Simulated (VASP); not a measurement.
# BaS (Fm-3m) in VASP: a series of runs

Aim: see how the results for BaS move with the level of theory and the settings. Levels: PBE, PBEsol. Tasks: relaxation of cell and atoms.

Program: VASP 6.6.1. These are calculated values, not measurements. Logs are shortened: lines on timing, memory, paths and dates and some standing lists are left out, and cuts for length are marked.

## 1. The cell of the first run

The structure is cubic, space group Fm-3m (No. 225). The conventional cell has a = 6.388 Å, b = 6.388 Å, c = 6.388 Å, α = 90.00°, β = 90.00°, γ = 90.00°. Within 4.2 Å of Ba (site symmetry m-3m) lie 6 S at 3.19 Å. Within 4.2 Å of S (site symmetry m-3m) lie 6 Ba at 3.19 Å.

## 2. Relaxation of cell and atoms, PBE

The input, INCAR:

```
ALGO = Normal
EDIFF = 1E-6
EDIFFG = -0.01
ENCUT = 600
GGA = PE
IBRION = 2
ISIF = 3
ISMEAR = -1
LASPH = True
LCHARG = False
LREAL = False
LWAVE = False
NELM = 60
NSW = 80
PREC = Accurate
SIGMA = 0.02
```

The input, KPOINTS:

```
k-points
0
Gamma
  8 8 8
```

The input, POSCAR:

```
BaS
1.0
    0.0000000000      3.1937500000      3.1937500000
    3.1937500000      0.0000000000      3.1937500000
    3.1937500000      3.1937500000      0.0000000000
Ba S
1 1
Direct
    0.0000000000      0.0000000000      0.0000000000
    0.5000000000      0.5000000000      0.5000000000
```

Potentials or basis: VASP PAW PBE potentials, release 64 (Ba_sv, S).

Command:

```
cat potpaw_PBE.64/Ba_sv/POTCAR potpaw_PBE.64/S/POTCAR > POTCAR
mpirun -np 1 vasp_std > vasp.out
```

OUTCAR:

```text
EDIFF = 1E-6
   EDIFFG = -0.01
   ENCUT = 600
   GGA = PE
   IBRION = 2
   ISIF = 3
   ISMEAR = -1
   LASPH = True
   LREAL = False
   NELM = 60
   NSW = 80
   PREC = Accurate

 ion  position               nearest neighbor table
   1  0.000  0.000  0.000-   2 3.19   2 3.19   2 3.19   2 3.19   2 3.19   2 3.19
   2  0.500  0.500  0.500-   1 3.19   1 3.19   1 3.19   1 3.19   1 3.19   1 3.19

  LATTYP: Found a face centered cubic cell.
 ALAT       =     6.3875000000

  Lattice vectors:

 A1 = (   0.0000000000,   3.1937500000,   3.1937500000)
 A2 = (   3.1937500000,   0.0000000000,   3.1937500000)
 A3 = (   3.1937500000,   3.1937500000,   0.0000000000)

Analysis of symmetry for initial positions (statically):
=====================================================================
 Subroutine PRICEL returns:
 Original cell was already a primitive cell.

 Routine SETGRP: Setting up the symmetry group for a
 face centered cubic supercell.

 Subroutine GETGRP returns: Found 48 space group operations
 (whereof 48 operations were pure point group operations)
 out of a pool of 48 trial point group operations.

The static configuration has the point symmetry O_h .

Analysis of symmetry for dynamics (positions and initial velocities):
=====================================================================
 Subroutine PRICEL returns:
 Original cell was already a primitive cell.

 Routine SETGRP: Setting up the symmetry group for a
 face centered cubic supercell.

 Subroutine GETGRP returns: Found 48 space group operations
 (whereof 48 operations were pure point group operations)
 out of a pool of 48 trial point group operations.

The dynamic configuration has the point symmetry O_h .

 Subroutine INISYM returns: Found 48 space group operations
 (whereof 48 operations are pure point group operations),
 and found     1 'primitive' translations

----------------------------------------------------------------------------------------

                                     Primitive cell

  volume of cell :      65.1527

  direct lattice vectors                    reciprocal lattice vectors
     0.000000000  3.193750000  3.193750000    -0.156555773  0.156555773  0.156555773
     3.193750000  0.000000000  3.193750000     0.156555773 -0.156555773  0.156555773
     3.193750000  3.193750000  0.000000000     0.156555773  0.156555773 -0.156555773

  length of vectors
     4.516644565  4.516644565  4.516644565     0.271162553  0.271162553  0.271162553

  position of ions in fractional coordinates (direct lattice)
     0.000000000  0.000000000  0.000000000
     0.500000000  0.500000000  0.500000000

  ion indices of the primitive-cell ions
   primitive index   ion index
                 1           1
                 2           2

----------------------------------------------------------------------------------------

 KPOINTS: k-points

Automatic generation of k-mesh.
 Grid dimensions read from file:
 generate k-points for:    8    8    8

 Generating k-lattice:

  Cartesian coordinates                     Fractional coordinates (reciprocal lattice)
    -0.019569472  0.019569472  0.019569472     0.125000000  0.000000000  0.000000000
     0.019569472 -0.019569472  0.019569472     0.000000000  0.125000000  0.000000000
     0.019569472  0.019569472 -0.019569472     0.000000000  0.000000000  0.125000000

  Length of vectors
     0.033895319  0.033895319  0.033895319

  Shift w.r.t. Gamma in fractional coordinates (k-lattice)
     0.000000000  0.000000000  0.000000000

 Subroutine IBZKPT returns following result:
 ===========================================

 Found     29 irreducible k-points:

 Following reciprocal coordinates:
            Coordinates               Weight
  0.000000  0.000000  0.000000      1.000000
  0.125000  0.000000  0.000000      8.000000
  0.250000  0.000000  0.000000      8.000000
  0.375000  0.000000  0.000000      8.000000
  0.500000  0.000000  0.000000      4.000000
  0.125000  0.125000  0.000000      6.000000
[... 16 lines left out ...]
  0.500000  0.250000  0.125000     48.000000
 -0.375000  0.250000  0.125000     24.000000
 [... further k-points ...]
   k-points           NKPTS =     29   k-points in BZ     NKDIM =     29   number of bands    NBANDS=     12
   number of dos      NEDOS =    301   number of ions     NIONS =      2
   total plane-waves  NPLWV =  46656
   dimension x,y,z NGX =    36 NGY =   36 NGZ =   36
   dimension x,y,z NGXF=    72 NGYF=   72 NGZF=   72
   ions per type =               1   1
   NGX,Y,Z   is equivalent  to a cutoff of  13.25, 13.25, 13.25 a.u.
   NGXF,Y,Z  is equivalent  to a cutoff of  26.50, 26.50, 26.50 a.u.
 SYSTEM =  unknown system
   PREC   = accura    normal or accurate (medium, high low for compatibility)
   ISTART =      0    job   : 0-new  1-cont  2-samecut
   ICHARG =      2    charge: 1-file 2-atom 10-const
   ISPIN  =      1    spin polarized calculation?
   LNONCOLLINEAR =      F non collinear calculations
   LSORBIT =      F    spin-orbit coupling
   LASPH  =      T    aspherical Exc in radial PAW
   ENCUT  =  600.0 eV  44.10 Ry    6.64 a.u.   9.02  9.02  9.02*2*pi/ulx,y,z
   NELM   =     60;   NELMIN=  2; NELMDL= -5     # of ELM steps
   EDIFF  = 0.1E-05   stopping-criterion for ELM
   LREAL  =      F    real-space projection
   EDIFFG = -.1E-01   stopping-criterion for IOM
   NSW    =     80    number of steps for IOM
   IBRION =      2    ionic relax: 0-MD 1-quasi-New 2-CG
   NFREE  =      1    steps in history (QN), initial steepest desc. (CG)
   ISIF   =      3    stress and relaxation
   ISYM   =      2    0-nonsym 1-usesym 2-fastsym
   POTIM  = 0.5000    time-step for ionic-motion
   TEBEG  =    0.0;   TEEND  =   0.0 temperature during run
   PSTRESS=    0.0 pullay stress
   NELECT =      16.0000    total number of electrons
   NUPDOWN=      -1.0000    fix difference up-down
   EMIN   =  10.00;   EMAX   =-10.00  energy-range for DOS
   EFERMI =   0.00;   METHOD = LEGACY
   ISMEAR =    -1;   SIGMA  =   0.02  broadening in eV -4-tet -1-fermi 0-gaus
   EFERMI_NEDOS =   21; number of points for ismear=-14 and -15
   IALGO  =     38    algorithm
   IMIX   =      4    mixing-type and parameters
     AMIX     =   0.40;   BMIX     =  1.00
     AMIX_MAG =   1.60;   BMIX_MAG =  1.00
  volume/ion in A,a.u.               =      32.58       219.84
  Fermi-wavevector in a.u.,A,eV,Ry     =   1.025189  1.937326 14.299891  1.051012
  Thomas-Fermi vector in A             =   2.159016
   LORBIT       =      0    0 simple, 1 ext, 2 COOP (PROOUT), +10 PAW based schemes
   GGA     = PE    functional components
   LHFCALC =     F    Hartree Fock is set to
   AEXX    =    0.0000 exact exchange contribution
   IVDW    =     0    specifies the selected vdW correction
   LEPSILON=     F    determine dielectric tensor
   LRPA    =     F    only Hartree local field effects (RPA)
 conjugate gradient relaxation of ions
 non-spin polarized calculation
  energy-cutoff  :      600.00
  volume of cell :       65.15
 maximum number of plane-waves:      2200
   NGX = 17   NGY = 17   NGZ = 17

--------------------------------------- Ionic step        1  -------------------------------------------

 number of electron      16.0000001 magnetization

 Free energy of the ion-electron system (eV)
  ---------------------------------------------------
  ext. energy  EPLUGINS =         0.00000000
  ---------------------------------------------------
  free energy    TOTEN  =       -10.18522013 eV

  energy without entropy =      -10.18522013  energy(sigma->0) =      -10.18522013

------------------------ aborting loop because EDIFF is reached ----------------------------------------

  FORCE on cell =-STRESS in cart. coord.  units (eV):
  Direction    XX          YY          ZZ          XY          YZ          ZX
  --------------------------------------------------------------------------------------
  -------------------------------------------------------------------------------------
  Total        0.5844327      0.5844327      0.5844327      0.0000000      0.0000000     -0.0000000
  in kB       14.3718400     14.3718400     14.3718400      0.0000000      0.0000000     -0.0000000
  external PRESSURE =      14.3718400 kB  Pullay stress =       0.0000000 kB
[... 57 lines left out ...]
  energy  without entropy=      -10.1937532428  energy(sigma->0) =      -10.19375324

--------------------------------------- Ionic step        3  -------------------------------------------

 number of electron      16.0000001 magnetization

 Free energy of the ion-electron system (eV)
  ---------------------------------------------------
  ext. energy  EPLUGINS =         0.00000000
  ---------------------------------------------------
  free energy    TOTEN  =       -10.19455935 eV

  energy without entropy =      -10.19455935  energy(sigma->0) =      -10.19455935

 E-fermi :   1.6904     XC(G=0):  -8.4922

 val. band max:        1.2892606798   @ k =   0.0000   0.0000   0.0000
 cond. band min:       3.4483043898   @ k =   0.5000   0.5000   0.0000
 fundamental gap:      2.1590437100
 Fermi energy:         1.6903589313

 k-point     1 :       0.0000    0.0000    0.0000
  band No.  band energies     occupation
      1     -24.8891      2.00000
      2      -9.9488      2.00000
      3      -9.9488      2.00000
      4      -9.9488      2.00000
      5      -9.0219      2.00000
      6       1.2893      2.00000
      7       1.2893      2.00000
      8       1.2893      2.00000
      9       4.7340      0.00000
     10       5.1514      0.00000
     11       5.1514      0.00000
     12       5.1514      0.00000
[... 331 lines left out ...]
 k-point    24 :      -0.3750    0.2500    0.1250
  band No.  band energies     occupation
      1     -24.8454      2.00000
      2     -10.7560      2.00000
      3     -10.1206      2.00000
      4     -10.0416      2.00000
      5      -8.1938      2.00000
      6      -0.1446      2.00000
      7       0.4614      2.00000
      8       0.5255      2.00000
      9       5.9283      0.00000
     10       6.0969      0.00000
     11       7.8090      0.00000
     12       7.9960      0.00000

 [... further k-points ...]
[... 5 lines left out ...]
  --------------------------------------------------------------------------------------
  -------------------------------------------------------------------------------------
  Total        0.0009871      0.0009871      0.0009871      0.0000000      0.0000000      0.0000000
  in kB        0.0235025      0.0235025      0.0235025      0.0000000      0.0000000      0.0000000
  external PRESSURE =       0.0235025 kB  Pullay stress =       0.0000000 kB
[... 17 lines left out ...]
  FREE ENERGIE OF THE ION-ELECTRON SYSTEM (eV)
  ---------------------------------------------------
  free  energy   TOTEN  =       -10.1945593518 eV

  energy  without entropy=      -10.1945593518  energy(sigma->0) =      -10.19455935

 reached required accuracy - stopping structural energy minimisation
```

It took 53 s on 1 thread of AMD EPYC 7R13 (Zen 3), shared host; peak memory 0.19 GiB.

What came out:

- Free energy: -10.1946 eV
- Relaxed volume: 33.65 Å³/atom
- Relaxed cell: a = 4.566 Å, b = 4.566 Å, c = 4.566 Å, α = 60.00°, β = 60.00°, γ = 60.00°
- Space group after relaxing (to 0.1 Å): Fm-3m (No. 225)
- Energy gained by relaxing: 4.7 meV/atom
- Ionic steps: 3
- Pressure after relaxing: 0.0 GPa
- Band gap on the k mesh: 2.16 eV (least direct gap 2.31 eV)

Step by step:
| step | energy change (eV) | largest force (eV/Å) | pressure (GPa) | volume (Å³) |
| --- | --- | --- | --- | --- |
| 1 | 0.0000 | 0.0000 | 1.44 | 65.15 |
| 2 | -0.0085 | 0.0000 | -0.39 | 67.95 |
| 3 | -0.0093 | 0.0000 | 0.00 | 67.29 |

Final structure:
```cif
data_structure
_symmetry_space_group_name_H-M 'P 1'
_symmetry_Int_Tables_number 1
_cell_length_a 4.5656
_cell_length_b 4.5656
_cell_length_c 4.5656
_cell_angle_alpha 60.000
_cell_angle_beta 60.000
_cell_angle_gamma 60.000
_cell_volume 67.29
loop_
_atom_site_label
_atom_site_type_symbol
_atom_site_fract_x
_atom_site_fract_y
_atom_site_fract_z
_atom_site_occupancy
Ba1 Ba 0.00000 0.00000 0.00000 1
S1 S 0.50000 0.50000 0.50000 1
```

Levels at points of the mesh, in eV from the valence-band top:
| k point | band 4 | band 5 | band 6 | band 7 | band 8 | band 9 | band 10 | band 11 | band 12 |
| --- | --- | --- | --- | --- | --- | --- | --- | --- | --- |
| (0.00, 0.00, 0.00) | -11.24 | -10.31 | 0.00 | 0.00 | 0.00 | 3.44 | 3.86 | 3.86 | 3.86 |
| (0.50, 0.00, 0.00) | -11.27 | -9.21 | -1.87 | -1.03 | -1.03 | 5.43 | 5.59 | 6.18 | 6.18 |
| (0.50, 0.50, 0.00) | -11.41 | -10.22 | -0.56 | -0.15 | -0.15 | 2.16 | 5.83 | 5.85 | 7.32 |

Caveat: spin-orbit coupling is left out, which moves the levels of the heavy elements. A k mesh can miss the band edges.

## 3. Relaxation of cell and atoms, PBEsol

The input, INCAR:

```
  PREC = Accurate
  ENCUT = 600
  EDIFF = 1E-6
  ISMEAR = -1
  SIGMA = 0.02
  LREAL = False
  LASPH = True
  NELM = 100
  ALGO = Normal
  ISIF = 3
  LWAVE = False
  LCHARG = False
  GGA = PS
  IBRION = 2
  NSW = 80
  EDIFFG = -0.01
```

The input, KPOINTS:

```
regular mesh
0
Gamma
  8 8 8
```

POSCAR is that of step 2.

Potentials or basis: VASP PAW PBE potentials, release 64 (Ba_sv, S).

Command:

```
cat potpaw_PBE.64/Ba_sv/POTCAR potpaw_PBE.64/S/POTCAR > POTCAR
mpirun -np 1 vasp_std > vasp.out
```

Wall time 53 s (1 thread of AMD EPYC 7R13 (Zen 3), shared host); peak memory 0.19 GiB.

It converged, with:

```yaml
Free_energy: -10.7195 eV
Relaxed_volume: 32.20 Å³/atom
Relaxed_cell: a = 4.499 Å, b = 4.499 Å, c = 4.499 Å, α = 60.00°, β = 60.00°, γ = 60.00°
Space_group_after_relaxing_to_0.1_Å: Fm-3m (No. 225)
Energy_gained_by_relaxing: 0.6 meV/atom
Ionic_steps: 3
Pressure_after_relaxing: 0.0 GPa
Band_gap_on_the_k_mesh: 1.96 eV (least direct gap 2.09 eV)
```

The path:
```
step  energy change (eV)  largest force (eV/Å)  pressure (GPa)  volume (Å³)
   1              0.0000                0.0000           -0.52        65.15
   2             -0.0011                0.0000            0.18        64.16
   3             -0.0012                0.0000            0.00        64.40
```

Final structure:
```yaml
crystal:
  lattice:
    - [0.00000, 3.18142, 3.18142]
    - [3.18142, 0.00000, 3.18142]
    - [3.18142, 3.18142, 0.00000]
  atoms:
    - { symbol: Ba, position: [0.00000, 0.00000, 0.00000] }
    - { symbol: S, position: [0.50000, 0.50000, 0.50000] }
```

Levels at points of the mesh, in eV from the valence-band top:
| k point | band 4 | band 5 | band 6 | band 7 | band 8 | band 9 | band 10 | band 11 | band 12 |
| --- | --- | --- | --- | --- | --- | --- | --- | --- | --- |
| (0.00, 0.00, 0.00) | -11.04 | -10.37 | 0.00 | 0.00 | 0.00 | 3.46 | 3.78 | 3.78 | 3.78 |
| (0.50, 0.00, 0.00) | -11.08 | -9.04 | -2.02 | -1.13 | -1.13 | 5.51 | 5.56 | 6.31 | 6.31 |
| (0.50, 0.50, 0.00) | -11.25 | -10.28 | -0.53 | -0.13 | -0.13 | 1.96 | 5.93 | 5.99 | 7.55 |

Caveat: the PAW data sets were made with another functional, which shifts forces and pressure a little; spin-orbit coupling is left out, which moves the levels of the heavy elements. A hybrid or GW would open this gap; PBEsol tends to underestimate it.
